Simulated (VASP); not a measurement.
Ag2Sb3: single point with PBE

Crystal: Ag2Sb3.

```
Ag Sb
1.0
     4.66154    0.00000    0.00000
    -2.33077    4.03702    0.00000
     0.00000    0.00000    6.85379
Ag Sb
2 3
Direct
  0.33333 0.66667 0.20212
  0.66667 0.33333 0.79788
  0.00000 0.00000 0.00000
  0.33333 0.66667 0.64581
  0.66667 0.33333 0.35419
```

| Quantity | Value |
| --- | --- |
| Program | VASP 6.6.1 |
| Task | single point |
| Functional | PBE |
| Potentials or basis | VASP PAW PBE potentials, release 64 (Ag, Sb) |
| Cutoff | 500 eV |
| k mesh | 6 × 6 × 4 |
| Occupations | gaussian, width 0.1 eV |
| Spin | no spin polarisation |
| Dipole correction | no |
| Further INCAR settings | ALGO = Normal; EDIFF = 1e-06; NBANDS = 26 |

```yaml
Pressure: -0.1 GPa
Largest_force: 0.024 eV/Å
Band_gap_on_the_k_mesh: zero (an odd number of electrons rules out a gap without spin polarisation)
```

Forces in eV/Å, atoms in the order of the input:
```
Ag   0.000  0.000 -0.024
Ag   0.000  0.000  0.024
Sb   0.000  0.000  0.000
Sb   0.000  0.000 -0.007
Sb   0.000  0.000  0.007
```

Levels at points of the mesh, in eV from the Fermi level:
| k point | band 15 | band 16 | band 17 | band 18 | band 19 | band 20 | band 21 | band 22 | band 23 | band 24 |
| --- | --- | --- | --- | --- | --- | --- | --- | --- | --- | --- |
| (0.00, 0.00, 0.00) | -1.46 | -1.01 | -1.01 | -0.04 | -0.04 | 0.95 | 0.95 | 1.41 | 3.05 | 3.74 |
| (0.50, 0.00, 0.00) | -3.94 | -3.45 | -3.32 | 0.06 | 0.12 | 0.47 | 0.80 | 0.83 | 2.87 | 6.12 |
| (0.00, 0.00, 0.50) | -0.99 | -0.99 | -0.89 | 0.19 | 0.19 | 0.24 | 0.69 | 0.69 | 1.99 | 3.09 |
| (0.50, 0.00, 0.50) | -2.44 | -2.24 | -2.07 | -1.97 | -0.84 | 0.34 | 2.27 | 2.50 | 2.81 | 3.09 |

It took 100 s on 1 thread of AMD EPYC 7R43 64-Core Processor (Zen 3) (shared host), peak memory 0.23 GiB.

Caveat: spin-orbit coupling is left out, which moves the levels of the heavy elements; an odd number of electrons without spin polarisation forces a metal; a magnetic or distorted state may lie lower.
